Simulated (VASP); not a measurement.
Runs of VASP 6.6.1 on Si4Se. The structure is that of space group P-6m2 (No. 187), or close to it. The cells are those of the table. 

```tsv
task	cell	k mesh	cutoff (eV)	gap on the mesh (eV)	pressure (GPa)	relaxed volume (Å³/atom)	largest force (eV/Å)
single point	a = 5.131, b = 5.131, c = 4.615 Å, angles 90.0, 90.0, 120.0°, 5 atoms	6 × 6 × 4	520	none	0.2	-	0.01
relaxation of cell and atoms	relaxed from a = 5.131, b = 5.131, c = 4.615 Å, angles 90.0, 90.0, 120.0°, 5 atoms	12 × 12 × 8	600	none	0.0	(a)	0.01
single point	a = 3.967, b = 3.967, c = 6.889 Å, angles 90.0, 90.0, 120.0°, 5 atoms	6 × 6 × 4	520	none	75.8	-	(b)
relaxation of cell and atoms	relaxed from a = 3.967, b = 3.967, c = 6.889 Å, angles 90.0, 90.0, 120.0°, 5 atoms	6 × 6 × 4	600	none	0.1	21.06	0.02
single point	a = 5.134, b = 5.134, c = 4.648 Å, angles 90.0, 90.0, 120.0°, 5 atoms	12 × 12 × 8	520	none	0.0	-	-
```

Alike in all rows: level PBE; potentials or basis VASP PAW PBE potentials, release 64 (Si, Se); no spin polarisation; smearing gaussian 0.1 eV.

Question: Fill in the values left out.

Answer: (a) 21.21; (b) 6.34.

Caveats: forces of over 1 eV/Å act on the atoms, so gaps and moduli don't describe the material at rest (some runs).

A k mesh can miss the band edges, and the runs leave out spin-orbit coupling on Se.

A gap of «none» marks levels without a gap at the run's occupations.
